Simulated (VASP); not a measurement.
# MgSe (f.bd3) (Fm-3m) in VASP: further runs

MgSe (f.bd3) is run at these levels: PBE+D3(BJ); tasks: single point, relaxation of cell and atoms.

All numbers are computed with VASP 6.6.1; they aren't measurements. Logs are shortened: lines on timing, memory, paths and dates and some standing lists are left out, and cuts for length are marked.

### Step 1. The cell of the first run

It takes space group Fm-3m (No. 225, cubic). Conventional cell: a = 5.424 Å, b = 5.424 Å, c = 5.424 Å, α = 90.00°, β = 90.00°, γ = 90.00°. Within 3.6 Å of Mg (site symmetry m-3m) lie 6 Se at 2.71 Å. Se (site symmetry m-3m) has 6 Mg at 2.71 Å within 3.6 Å.

### Step 2. Single point, PBE+D3(BJ)

INCAR reads:

```
PREC = Accurate
ENCUT = 600
EDIFF = 1E-6
ISMEAR = 0
SIGMA = 0.02
LREAL = F
LASPH = T
NELM = 120
ALGO = Normal
ISIF = 2
LWAVE = F
LCHARG = F
GGA = PE
IVDW = 12
NBANDS = 11
GGA_COMPAT = F
```

KPOINTS reads:

```
regular mesh
0
Gamma
  10 10 10
```

POSCAR reads:

```
MgSe
1.0
    0.0000000000      2.7119925112      2.7119925112
    2.7119925112      0.0000000000      2.7119925112
    2.7119925112      2.7119925112      0.0000000000
Mg Se
1 1
Direct
    0.0000000000      0.0000000000      0.0000000000
    0.5000000000      0.5000000000      0.5000000000
```

Potentials or basis: VASP PAW PBE potentials, release 64 (Mg, Se).

The run is started by

```console
$ cat potpaw_PBE.64/Mg/POTCAR potpaw_PBE.64/Se/POTCAR > POTCAR
$ mpirun -np 1 vasp_std > vasp.out
```

OUTCAR:

```text
PREC = Accurate
   ENCUT = 600
   EDIFF = 1E-6
   ISMEAR = 0
   LREAL = F
   LASPH = T
   NELM = 120
   ISIF = 2
   GGA = PE
   IVDW = 12
 IVDW          = 12

 ion  position               nearest neighbor table
   1  0.000  0.000  0.000-   2 2.71   2 2.71   2 2.71   2 2.71   2 2.71   2 2.71
   2  0.500  0.500  0.500-   1 2.71   1 2.71   1 2.71   1 2.71   1 2.71   1 2.71

  LATTYP: Found a face centered cubic cell.
 ALAT       =     5.4239850224

  Lattice vectors:

 A1 = (   0.0000000000,   2.7119925112,   2.7119925112)
 A2 = (   2.7119925112,   0.0000000000,   2.7119925112)
 A3 = (   2.7119925112,   2.7119925112,   0.0000000000)

Analysis of symmetry for initial positions (statically):
=====================================================================
 Subroutine PRICEL returns:
 Original cell was already a primitive cell.

 Routine SETGRP: Setting up the symmetry group for a
 face centered cubic supercell.

 Subroutine GETGRP returns: Found 48 space group operations
 (whereof 48 operations were pure point group operations)
 out of a pool of 48 trial point group operations.

The static configuration has the point symmetry O_h .

Analysis of symmetry for dynamics (positions and initial velocities):
=====================================================================
 Subroutine PRICEL returns:
 Original cell was already a primitive cell.

 Routine SETGRP: Setting up the symmetry group for a
 face centered cubic supercell.

 Subroutine GETGRP returns: Found 48 space group operations
 (whereof 48 operations were pure point group operations)
 out of a pool of 48 trial point group operations.

The dynamic configuration has the point symmetry O_h .

 Subroutine INISYM returns: Found 48 space group operations
 (whereof 48 operations are pure point group operations),
 and found     1 'primitive' translations

----------------------------------------------------------------------------------------

                                     Primitive cell

  volume of cell :      39.8929

  direct lattice vectors                    reciprocal lattice vectors
     0.000000000  2.711992511  2.711992511    -0.184366291  0.184366291  0.184366291
     2.711992511  0.000000000  2.711992511     0.184366291 -0.184366291  0.184366291
     2.711992511  2.711992511  0.000000000     0.184366291  0.184366291 -0.184366291

  length of vectors
     3.835336590  3.835336590  3.835336590     0.319331783  0.319331783  0.319331783

  position of ions in fractional coordinates (direct lattice)
     0.000000000  0.000000000  0.000000000
     0.500000000  0.500000000  0.500000000

  ion indices of the primitive-cell ions
   primitive index   ion index
                 1           1
                 2           2

----------------------------------------------------------------------------------------

 KPOINTS: regular mesh

Automatic generation of k-mesh.
 Grid dimensions read from file:
 generate k-points for:   10   10   10

 Generating k-lattice:

  Cartesian coordinates                     Fractional coordinates (reciprocal lattice)
    -0.018436629  0.018436629  0.018436629     0.100000000  0.000000000  0.000000000
     0.018436629 -0.018436629  0.018436629     0.000000000  0.100000000  0.000000000
     0.018436629  0.018436629 -0.018436629     0.000000000  0.000000000  0.100000000

  Length of vectors
     0.031933178  0.031933178  0.031933178

  Shift w.r.t. Gamma in fractional coordinates (k-lattice)
     0.000000000  0.000000000  0.000000000

 Subroutine IBZKPT returns following result:
 ===========================================

 Found     47 irreducible k-points:

 Following reciprocal coordinates:
            Coordinates               Weight
  0.000000  0.000000  0.000000      1.000000
  0.100000  0.000000  0.000000      8.000000
  0.200000  0.000000  0.000000      8.000000
  0.300000  0.000000  0.000000      8.000000
  0.400000  0.000000  0.000000      8.000000
  0.500000  0.000000  0.000000      4.000000
[... 16 lines left out ...]
  0.300000  0.300000  0.000000      6.000000
  0.400000  0.300000  0.000000     24.000000
 [... further k-points ...]
   k-points           NKPTS =     47   k-points in BZ     NKDIM =     47   number of bands    NBANDS=     11
   number of dos      NEDOS =    301   number of ions     NIONS =      2
   total plane-waves  NPLWV =  32768
   dimension x,y,z NGX =    32 NGY =   32 NGZ =   32
   dimension x,y,z NGXF=    64 NGYF=   64 NGZF=   64
   ions per type =               1   1
   NGX,Y,Z   is equivalent  to a cutoff of  13.87, 13.87, 13.87 a.u.
   NGXF,Y,Z  is equivalent  to a cutoff of  27.74, 27.74, 27.74 a.u.
 SYSTEM =  unknown system
   PREC   = accura    normal or accurate (medium, high low for compatibility)
   ISTART =      0    job   : 0-new  1-cont  2-samecut
   ICHARG =      2    charge: 1-file 2-atom 10-const
   ISPIN  =      1    spin polarized calculation?
   LNONCOLLINEAR =      F non collinear calculations
   LSORBIT =      F    spin-orbit coupling
   LASPH  =      T    aspherical Exc in radial PAW
   ENCUT  =  600.0 eV  44.10 Ry    6.64 a.u.   7.66  7.66  7.66*2*pi/ulx,y,z
   NELM   =    120;   NELMIN=  2; NELMDL= -5     # of ELM steps
   EDIFF  = 0.1E-05   stopping-criterion for ELM
   LREAL  =      F    real-space projection
   EDIFFG = 0.1E-04   stopping-criterion for IOM
   NSW    =      0    number of steps for IOM
   IBRION =     -1    ionic relax: 0-MD 1-quasi-New 2-CG
   NFREE  =      0    steps in history (QN), initial steepest desc. (CG)
   ISIF   =      2    stress and relaxation
   ISYM   =      2    0-nonsym 1-usesym 2-fastsym
   POTIM  = 0.5000    time-step for ionic-motion
   TEBEG  =    0.0;   TEEND  =   0.0 temperature during run
   PSTRESS=    0.0 pullay stress
   NELECT =       8.0000    total number of electrons
   NUPDOWN=      -1.0000    fix difference up-down
   EMIN   =  10.00;   EMAX   =-10.00  energy-range for DOS
   EFERMI =   0.00;   METHOD = LEGACY
   ISMEAR =     0;   SIGMA  =   0.02  broadening in eV -4-tet -1-fermi 0-gaus
   EFERMI_NEDOS =   21; number of points for ismear=-14 and -15
   IALGO  =     38    algorithm
   IMIX   =      4    mixing-type and parameters
     AMIX     =   0.40;   BMIX     =  1.00
     AMIX_MAG =   1.60;   BMIX_MAG =  1.00
  volume/ion in A,a.u.               =      19.95       134.61
  Fermi-wavevector in a.u.,A,eV,Ry     =   0.958237  1.810806 12.493121  0.918218
  Thomas-Fermi vector in A             =   2.087327
   LORBIT       =      0    0 simple, 1 ext, 2 COOP (PROOUT), +10 PAW based schemes
   GGA     = PE    functional components
   LHFCALC =     F    Hartree Fock is set to
   AEXX    =    0.0000 exact exchange contribution
   IVDW    =    12    specifies the selected vdW correction
   LEPSILON=     F    determine dielectric tensor
   LRPA    =     F    only Hartree local field effects (RPA)
 non-spin polarized calculation
 Gauss-broadening in eV      SIGMA  =   0.02
  energy-cutoff  :      600.00
  volume of cell :       39.89
 maximum number of plane-waves:      1363
   NGX = 15   NGY = 15   NGZ = 15

 number of electron       7.9999999 magnetization

 Free energy of the ion-electron system (eV)
  ---------------------------------------------------
  ext. energy  EPLUGINS =         0.00000000
  ---------------------------------------------------
  free energy    TOTEN  =        -7.47493268 eV

  energy without entropy =       -7.47493268  energy(sigma->0) =       -7.47493268

 E-fermi :   3.4493     XC(G=0):  -9.5503

 val. band max:        3.3552312872   @ k =   0.0000   0.0000   0.0000
 cond. band min:       5.1827276369   @ k =   0.5000   0.5000   0.0000
 fundamental gap:      1.8274963497
 Fermi energy:         3.4492867153

 k-point     1 :       0.0000    0.0000    0.0000
  band No.  band energies     occupation
      1      -9.6731      2.00000
      2       3.3552      2.00000
      3       3.3552      2.00000
      4       3.3552      2.00000
      5       6.0544      0.00000
      6      10.7610      0.00000
      7      10.7610      0.00000
      8      10.7610      0.00000
      9      13.3521      0.00000
     10      13.3521      0.00000
     11      14.3510      0.00000

 k-point     2 :       0.1000    0.0000    0.0000
  band No.  band energies     occupation
      1      -9.5850      2.00000
      2       2.4833      2.00000
      3       3.2864      2.00000
      4       3.2864      2.00000
      5       6.7687      0.00000
      6      10.5067      0.00000
      7      10.9423      0.00000
      8      10.9423      0.00000
      9      12.5397      0.00000
     10      12.5397      0.00000
     11      14.3657      0.00000

 k-point     3 :       0.2000    0.0000    0.0000
  band No.  band energies     occupation
      1      -9.3376      2.00000
      2       1.0112      2.00000
      3       3.1199      2.00000
      4       3.1199      2.00000
      5       7.4813      0.00000
      6      10.7078      0.00000
      7      10.7898      0.00000
      8      10.7898      0.00000
      9      12.4544      0.00000
     10      12.4544      0.00000
     11      13.7308      0.00000

 k-point     4 :       0.3000    0.0000    0.0000
  band No.  band energies     occupation
      1      -8.9889      2.00000
      2      -0.3461      2.00000
      3       2.9365      2.00000
      4       2.9365      2.00000
      5       7.4637      0.00000
      6      10.1149      0.00000
      7      10.1149      0.00000
      8      11.7959      0.00000
      9      13.2707      0.00000
     10      13.6551      0.00000
     11      13.6551      0.00000
[... 239 lines left out ...]
 k-point    22 :      -0.2000    0.2000    0.0000
  band No.  band energies     occupation
      1      -8.8756      2.00000
      2      -0.1082      2.00000
      3       1.5709      2.00000
      4       3.0017      2.00000
      5       8.7768      0.00000
      6       9.7940      0.00000
      7      10.3591      0.00000
      8      10.3788      0.00000
      9      12.3336      0.00000
     10      15.9679      0.00000
     11      16.1620      0.00000

 k-point    23 :       0.3000    0.3000    0.0000
  band No.  band energies     occupation
      1      -8.7778      2.00000
      2       0.0550      2.00000
      3       2.0333      2.00000
      4       2.0333      2.00000
      5       6.7381      0.00000
      6       8.0219      0.00000
      7      11.8755      0.00000
      8      13.6897      0.00000
      9      13.6897      0.00000
     10      14.7684      0.00000
     11      17.8865      0.00000

 k-point    24 :       0.4000    0.3000    0.0000
  band No.  band energies     occupation
      1      -8.5270      2.00000
      2      -0.4405      2.00000
      3       1.5794      2.00000
      4       1.8726      2.00000
      5       6.3749      0.00000
      6       8.0916      0.00000
      7      12.3179      0.00000
      8      13.2580      0.00000
      9      14.7727      0.00000
     10      16.3301      0.00000
     11      18.4462      0.00000

 [... further k-points ...]

------------------------ aborting loop because EDIFF is reached ----------------------------------------

 Edisp (eV)   -0.75782

 E8    (eV) :    -0.3233

  FORCE on cell =-STRESS in cart. coord.  units (eV):
  Direction    XX          YY          ZZ          XY          YZ          ZX
  --------------------------------------------------------------------------------------
  -------------------------------------------------------------------------------------
  Total      -0.03077    -0.03077    -0.03077     0.00000     0.00000    -0.00000
  in kB      -1.23561    -1.23561    -1.23561     0.00000     0.00000    -0.00000
  external pressure =       -1.24 kB  Pullay stress =        0.00 kB

 VOLUME and BASIS-vectors are now :
 -----------------------------------------------------------------------------
  energy-cutoff  :      600.00
  volume of cell :       39.89
      direct lattice vectors                 reciprocal lattice vectors
     0.000000000  2.711992511  2.711992511    -0.184366291  0.184366291  0.184366291
     2.711992511  0.000000000  2.711992511     0.184366291 -0.184366291  0.184366291
     2.711992511  2.711992511  0.000000000     0.184366291  0.184366291 -0.184366291

 POSITION                                       TOTAL-FORCE (eV/Angst)
 -----------------------------------------------------------------------------------
      0.00000      0.00000      0.00000         0.000000      0.000000      0.000000
      2.71199      2.71199      2.71199        -0.000000     -0.000000     -0.000000
 -----------------------------------------------------------------------------------
    total drift:                               -0.000000     -0.000000      0.000000

  FREE ENERGIE OF THE ION-ELECTRON SYSTEM (eV)
  ---------------------------------------------------
  free  energy   TOTEN  =        -8.2327528533 eV

  energy  without entropy=       -8.2327528533  energy(sigma->0) =       -8.23275285
```

It took 9.7 s on 1 thread of Intel Xeon 6975P-C (Granite Rapids), shared host; peak memory 0.19 GiB.

What came out:

- Free energy: -8.2328 eV
- Pressure: -0.1 GPa
- Band gap on the k mesh: 1.83 eV, indirect (least direct gap 2.70 eV)
- Dispersion energy per atom: -0.379 eV

A k mesh can miss the band edges. Expect the measured gap to be larger: semilocal functionals such as PBE lack the derivative discontinuity.

### Step 3. Relaxation of cell and atoms, PBE+D3(BJ)

This run uses another cell than the first one, of 20.23 Å³/atom, 1.014 times its volume.

INCAR reads:

```
SYSTEM = MgSe
ALGO = Normal ; EDIFF = 1E-7
EDIFFG = -0.002 ; ENCUT = 600
GGA = PE ; GGA_COMPAT = .False.
IBRION = 2 ; ISIF = 3
ISMEAR = 0 ; IVDW = 12
LASPH = .True. ; LCHARG = .False.
LREAL = .False. ; LWAVE = .False.
NELM = 120 ; NELMIN = 4
NSW = 100 ; PREC = Accurate
SIGMA = 0.02
```

KPOINTS reads:

```
k-points
0
Gamma
  8 8 8
  0 0 0
```

POSCAR reads:

```
MgSe
1.0
    0.0000000000      2.7250000000      2.7250000000
    2.7250000000      0.0000000000      2.7250000000
    2.7250000000      2.7250000000      0.0000000000
Mg Se
1 1
Direct
    0.0000000000      0.0000000000      0.0000000000
    0.5000000000      0.5000000000      0.5000000000
```

Potentials or basis: VASP PAW PBE potentials, release 64 (Mg, Se).

The run is started by

```console
$ cat potpaw_PBE.64/Mg/POTCAR potpaw_PBE.64/Se/POTCAR > POTCAR
$ mpirun -np 1 vasp_std > vasp.out
```

It took 15 s on 1 thread of Intel Xeon 6975P-C (Granite Rapids), shared host; peak memory 0.19 GiB.

The run converged. Its results:

```yaml
Free_energy: -8.2323 eV
Relaxed_volume: 19.91 Å³/atom
Relaxed_cell: a = 3.833 Å, b = 3.833 Å, c = 3.833 Å, α = 60.00°, β = 60.00°, γ = 60.00°
Space_group_after_relaxing_to_0.05_Å: Fm-3m (No. 225)
Energy_gained_by_relaxing: 1.1 meV/atom
Ionic_steps: 3
Pressure_after_relaxing: 0.0 GPa
Band_gap_on_the_k_mesh: 1.83 eV, indirect (least direct gap 2.71 eV)
Dispersion_energy_per_atom: -0.380 eV
```

The path:
```csv
step,energy change (eV),largest force (eV/Å),pressure (GPa),volume (Å³)
1,0.0000,0.0000,-1.06,40.47
2,-0.0021,0.0000,0.22,39.69
3,-0.0022,0.0000,0.00,39.82
```

Final structure:
```xyz
2
Lattice="0.0000 2.7103 2.7103 2.7103 0.0000 2.7103 2.7103 2.7103 0.0000" Properties=species:S:1:pos:R:3 pbc="T T T"
Mg    0.0000    0.0000    0.0000
Se    2.7103    2.7103    2.7103
```

Levels at points of the mesh, in eV from the valence-band top:
| k point | band 1 | band 2 | band 3 | band 4 | band 5 | band 6 | band 7 | band 8 |
| --- | --- | --- | --- | --- | --- | --- | --- | --- |
| (0.00, 0.00, 0.00) | -13.04 | 0.00 | 0.00 | 0.00 | 2.71 | 7.40 | 7.40 | 7.40 |
| (0.50, 0.00, 0.00) | -11.88 | -5.04 | -0.60 | -0.60 | 3.85 | 6.12 | 6.12 | 8.76 |
| (0.50, 0.50, 0.00) | -11.54 | -4.36 | -1.83 | -1.83 | 1.83 | 3.91 | 11.92 | 12.34 |

A k mesh can miss the band edges. A hybrid or GW would open this gap; PBE tends to underestimate it.
